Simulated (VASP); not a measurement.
# SiGe (P6_3mc) in VASP: further runs, part 3 of 3

VASP 6.6.1. The steps go on from the part before.

## Step 5: Single point, r2SCAN (18.74 Å³/atom)

This run uses another cell than the first one, of 18.74 Å³/atom.

Input file POSCAR:

```
SiGe
1.0
    3.7375130722      0.0000000000      0.0000000000
   -1.8687565361      3.2367812675      0.0000000000
    0.0000000000      0.0000000000      6.1976674734
Si Ge
2 2
Direct
    0.6666666667      0.3333333333      0.8739093778
    0.3333333333      0.6666666667      0.3739093778
    0.6666666667      0.3333333333      0.5010896222
    0.3333333333      0.6666666667      0.0010896222
```

Input file INCAR.step1:

```
PREC = Accurate ; ENCUT = 520
ISMEAR = 0 ; SIGMA = 0.02
LREAL = F ; LASPH = T
NELM = 100 ; NBANDS = 26
GGA = PE ; ALGO = Normal
EDIFF = 1E-4 ; LWAVE = T
LCHARG = F
```

Input file INCAR.step2:

```
PREC = Accurate ; ENCUT = 520
EDIFF = 1E-6 ; ISMEAR = 0
SIGMA = 0.02 ; LREAL = F
LASPH = T ; NELM = 100
ALGO = Normal ; ISIF = 2
LWAVE = F ; LCHARG = F
METAGGA = R2SCAN ; LMIXTAU = T
NBANDS = 26 ; ISTART = 1
```

Input file KPOINTS:

```
Automatic mesh
0
Gamma
  12 12 4
```

Potentials or basis: VASP PAW PBE potentials, release 64 (Si, Ge_d).

Started as:

```console
> cat potpaw_PBE.64/Si/POTCAR potpaw_PBE.64/Ge_d/POTCAR > POTCAR
> cp INCAR.step1 INCAR
> mpirun -np 1 vasp_std > vasp.out
> cp INCAR.step2 INCAR
> mpirun -np 1 vasp_std > vasp.out
```

OUTCAR:

```text
PREC = Accurate
   ENCUT = 520
   EDIFF = 1E-6
   ISMEAR = 0
   LREAL = F
   LASPH = T
   NELM = 100
   ISIF = 2
   METAGGA = R2SCAN
   ISTART = 1

 ion  position               nearest neighbor table
   1  0.667  0.333  0.874-   4 2.30   4 2.30   4 2.30   3 2.31
   2  0.333  0.667  0.374-   3 2.30   3 2.30   3 2.30   4 2.31
   3  0.667  0.333  0.501-   2 2.30   2 2.30   2 2.30   1 2.31
   4  0.333  0.667  0.001-   1 2.30   1 2.30   1 2.30   2 2.31

  LATTYP: Found a hexagonal cell.
 ALAT       =     3.7375130722
 C/A-ratio  =     1.6582329891

  Lattice vectors:

 A1 = (   3.7375130722,   0.0000000000,   0.0000000000)
 A2 = (  -1.8687565361,   3.2367812675,   0.0000000000)
 A3 = (   0.0000000000,   0.0000000000,   6.1976674734)

Analysis of symmetry for initial positions (statically):
=====================================================================
 Subroutine PRICEL returns:
 Original cell was already a primitive cell.

 Routine SETGRP: Setting up the symmetry group for a
 hexagonal supercell.

 Subroutine GETGRP returns: Found 12 space group operations
 (whereof  6 operations were pure point group operations)
 out of a pool of 24 trial point group operations.

The static configuration has the point symmetry C_3v.
 The point group associated with its full space group is C_6v.

Analysis of symmetry for dynamics (positions and initial velocities):
=====================================================================
 Subroutine PRICEL returns:
 Original cell was already a primitive cell.

 Routine SETGRP: Setting up the symmetry group for a
 hexagonal supercell.

 Subroutine GETGRP returns: Found 12 space group operations
 (whereof  6 operations were pure point group operations)
 out of a pool of 24 trial point group operations.

The dynamic configuration has the point symmetry C_3v.
 The point group associated with its full space group is C_6v.

 Subroutine INISYM returns: Found 12 space group operations
 (whereof  6 operations are pure point group operations),
[... 119 lines left out ...]
     AMIX     =   0.40;   BMIX     =  1.00
     AMIX_MAG =   1.60;   BMIX_MAG =  1.00
  volume/ion in A,a.u.               =      18.74       126.49
  Fermi-wavevector in a.u.,A,eV,Ry     =   1.281940  2.422515 22.359393  1.643369
  Thomas-Fermi vector in A             =   2.414280
   LORBIT       =      0    0 simple, 1 ext, 2 COOP (PROOUT), +10 PAW based schemes
   METAGGA = R2SCAN    functional components
   LHFCALC =     F    Hartree Fock is set to
   AEXX    =    0.0000 exact exchange contribution
   IVDW    =     0    specifies the selected vdW correction
   LEPSILON=     F    determine dielectric tensor
   LRPA    =     F    only Hartree local field effects (RPA)
 non-spin polarized calculation
 Gauss-broadening in eV      SIGMA  =   0.02
  energy-cutoff  :      520.00
  volume of cell :       74.98
 maximum number of plane-waves:      2037
 NGX is ok and might be reduce to    28
   NGX = 13   NGY = 13   NGZ = 23

 number of electron      35.9999998 magnetization

 Free energy of the ion-electron system (eV)
  ---------------------------------------------------
  ext. energy  EPLUGINS =         0.00000000
  ---------------------------------------------------
  free energy    TOTEN  =       -44.77054451 eV

  energy without entropy =      -44.77054451  energy(sigma->0) =      -44.77054451

 E-fermi :   7.0663     XC(G=0): -10.9817

 val. band max:        6.9193000516   @ k =   0.0000   0.0000   0.0000
 cond. band min:       7.3519554121   @ k =   0.5000   0.0000   0.0000
 fundamental gap:      0.4326553605
 Fermi energy:         7.0662625280

 k-point     1 :       0.0000    0.0000    0.0000
  band No.  band energies     occupation
      1     -18.5093      2.00000
      2     -18.5092      2.00000
      3     -18.5041      2.00000
      4     -18.5041      2.00000
      5     -18.4992      2.00000
      6     -18.4992      2.00000
[... 685 lines left out ...]
     25      14.9732      0.00000
     26      15.3081      0.00000

 [... further k-points ...]

------------------------ aborting loop because EDIFF is reached ----------------------------------------

  FORCE on cell =-STRESS in cart. coord.  units (eV):
  Direction    XX          YY          ZZ          XY          YZ          ZX
  --------------------------------------------------------------------------------------
  -------------------------------------------------------------------------------------
  Total        6.6402970      6.6402970      6.5856001      0.0000000     -0.0000000     -0.0000000
  in kB      141.8971737    141.8971737    140.7283502      0.0000000     -0.0000000     -0.0000000
  external PRESSURE =     141.5075658 kB  Pullay stress =       0.0000000 kB

 VOLUME and BASIS-vectors are now :
 -----------------------------------------------------------------------------
  energy-cutoff  :      520.00
  volume of cell :       74.98
      direct lattice vectors                 reciprocal lattice vectors
     3.737513072  0.000000000  0.000000000     0.267557593  0.154474448  0.000000000
    -1.868756536  3.236781268  0.000000000     0.000000000  0.308948896  0.000000000
     0.000000000  0.000000000  6.197667473     0.000000000  0.000000000  0.161351025

 POSITION                                       TOTAL-FORCE (eV/Angst)
 -----------------------------------------------------------------------------------
      1.86876      1.07893      5.41620        -0.000000     -0.000000      0.000118
     -0.00000      2.15785      2.31737        -0.000000      0.000000      0.000118
      1.86876      1.07893      3.10559         0.000000     -0.000000     -0.000118
     -0.00000      2.15785      0.00675        -0.000000      0.000000     -0.000118
 -----------------------------------------------------------------------------------
    total drift:                               -0.000001     -0.000001     -0.006706

  FREE ENERGIE OF THE ION-ELECTRON SYSTEM (eV)
  ---------------------------------------------------
  free  energy   TOTEN  =       -44.7705445149 eV

  energy  without entropy=      -44.7705445149  energy(sigma->0) =      -44.77054451
```

OUTCAR.step1:

```text
PREC = Accurate
   ENCUT = 520
   ISMEAR = 0
   LREAL = F
[... 928 lines left out ...]
      1.86876      1.07893      5.41620        -0.000000      0.000000     -0.004869
     -0.00000      2.15785      2.31737         0.000000     -0.000000     -0.004869
      1.86876      1.07893      3.10559         0.000000      0.000000      0.004869
     -0.00000      2.15785      0.00675        -0.000000      0.000000      0.004869
 -----------------------------------------------------------------------------------
    total drift:                               -0.000000     -0.000001      0.002102

  FREE ENERGIE OF THE ION-ELECTRON SYSTEM (eV)
  ---------------------------------------------------
  free  energy   TOTEN  =       -19.1763052433 eV

  energy  without entropy=      -19.1763052433  energy(sigma->0) =      -19.17630524
```

It took 6.6 min on 1 thread of Oxide Virtual Turin-like, shared host; peak memory 0.22 GiB.

What came out:

- Free energy: -44.7705 eV
- Pressure: 14.2 GPa
- Band gap on the k mesh: 0.43 eV (least direct gap 1.20 eV)

Stress tensor (GPa, compression positive):
```
14.19  0.00  0.00
 0.00 14.19  0.00
 0.00  0.00 14.07
```

Caveat: the cell stands under pressure; semilocal functionals underestimate gaps, and a narrow one can read as zero; the PAW data sets were made with another functional, which shifts forces and pressure a little. A k mesh can miss the band edges.

## Step 6: Single point, r2SCAN (19.38 Å³/atom)

This run uses another cell than the first one, of 19.38 Å³/atom.

Input file POSCAR:

```
SiGe
1.0
    3.7803503653      0.0000000000      0.0000000000
   -1.8901751827      3.2738794515      0.0000000000
    0.0000000000      0.0000000000      6.2645276019
Si Ge
2 2
Direct
    0.6666666667      0.3333333333      0.8740440709
    0.3333333333      0.6666666667      0.3740440709
    0.6666666667      0.3333333333      0.5009549291
    0.3333333333      0.6666666667      0.0009549291
```

Input file INCAR.step1:

```
PREC = Accurate ; ENCUT = 520
ISMEAR = 0 ; SIGMA = 0.02
LREAL = False ; LASPH = True
NELM = 80 ; NBANDS = 26
GGA = PE ; ALGO = Normal
EDIFF = 1E-4 ; LWAVE = True
LCHARG = False
```

Input file INCAR.step2:

```
PREC = Accurate ; ENCUT = 520
EDIFF = 1E-6 ; ISMEAR = 0
SIGMA = 0.02 ; LREAL = False
LASPH = True ; NELM = 80
ALGO = Normal ; ISIF = 2
LWAVE = False ; LCHARG = False
METAGGA = R2SCAN ; LMIXTAU = True
NBANDS = 26 ; ISTART = 1
```

Input file KPOINTS:

```
regular mesh
0
Gamma
  12 12 4
```

Potentials or basis: VASP PAW PBE potentials, release 64 (Si, Ge_d).

Started as:

```console
> cat potpaw_PBE.64/Si/POTCAR potpaw_PBE.64/Ge_d/POTCAR > POTCAR
> cp INCAR.step1 INCAR
> mpirun -np 1 vasp_std > vasp.out
> cp INCAR.step2 INCAR
> mpirun -np 1 vasp_std > vasp.out
```

Wall time 7 min (1 thread of Oxide Virtual Turin-like, shared host); peak memory 0.22 GiB.

Results (log left out):

```
Free energy            : -44.9612 eV
Pressure               : 9.7 GPa
Band gap on the k mesh : 0.50 eV (least direct gap 1.09 eV)
```

Stress tensor (GPa, compression positive):
```
9.77 0.00 0.00
0.00 9.77 0.00
0.00 0.00 9.65
```

Levels at points of the mesh, in eV from the valence-band top:
```csv
k point,band 14,band 15,band 16,band 17,band 18,band 19,band 20,band 21,band 22,band 23
"(0.00, 0.00, 0.00)",-1.83,-1.83,-0.44,0.00,0.00,1.09,2.17,2.17,2.39,3.54
"(0.50, 0.00, 0.00)",-6.96,-5.46,-3.67,-3.52,-1.78,0.50,2.52,3.45,3.52,4.79
"(0.00, 0.00, 0.50)",-5.00,-1.13,-1.13,-1.13,-1.13,1.92,1.92,3.34,3.34,3.34
"(0.50, 0.00, 0.50)",-8.35,-3.00,-3.00,-2.92,-2.92,0.93,0.93,1.95,1.95,6.36
```

Caveat: the cell stands under pressure; semilocal functionals underestimate gaps, and a narrow one can read as zero; the PAW data sets were made with another functional, which shifts forces and pressure a little. A k mesh can miss the band edges.

## Step 7: Summary

| cell | gap on the mesh (eV) | pressure (GPa) | largest force (eV/Å) |
| --- | --- | --- | --- |
| a = 3.982, b = 3.982, c = 6.376 Å, angles 90.0, 90.0, 120.0°, 4 atoms, atomic positions A | 0.35 | -2.1 | 0.19 |
| a = 3.982, b = 3.982, c = 6.424 Å, angles 90.0, 90.0, 120.0°, 4 atoms, atomic positions B | 0.41 | -2.7 | - |
| a = 4.022, b = 4.022, c = 6.338 Å, angles 90.0, 90.0, 120.0°, 4 atoms, atomic positions B | 0.14 | -3.0 | 0.22 |
| a = 3.738, b = 3.738, c = 6.198 Å, angles 90.0, 90.0, 120.0°, 4 atoms, atomic positions C | 0.43 | 14.2 | - |
| a = 3.780, b = 3.780, c = 6.265 Å, angles 90.0, 90.0, 120.0°, 4 atoms, atomic positions D | 0.50 | 9.7 | - |

Alike in all rows: task single point; level r2SCAN; potentials or basis VASP PAW PBE potentials, release 64 (Si, Ge_d); no spin polarisation; k mesh 12 × 12 × 4; cutoff (eV) 520; smearing gaussian 0.02 eV.

Caveats: semilocal functionals underestimate gaps, and a narrow one can read as zero; the PAW data sets were made with another functional, which shifts forces and pressure a little; the cell stands under pressure (at least some runs); the stress differs along the axes, from -4 to 2 GPa (at least some runs); the stress differs along the axes, from -6 to 3 GPa (at least some runs).

Total energies depend on the potentials used, so only differences within one code and one set of settings carry meaning.
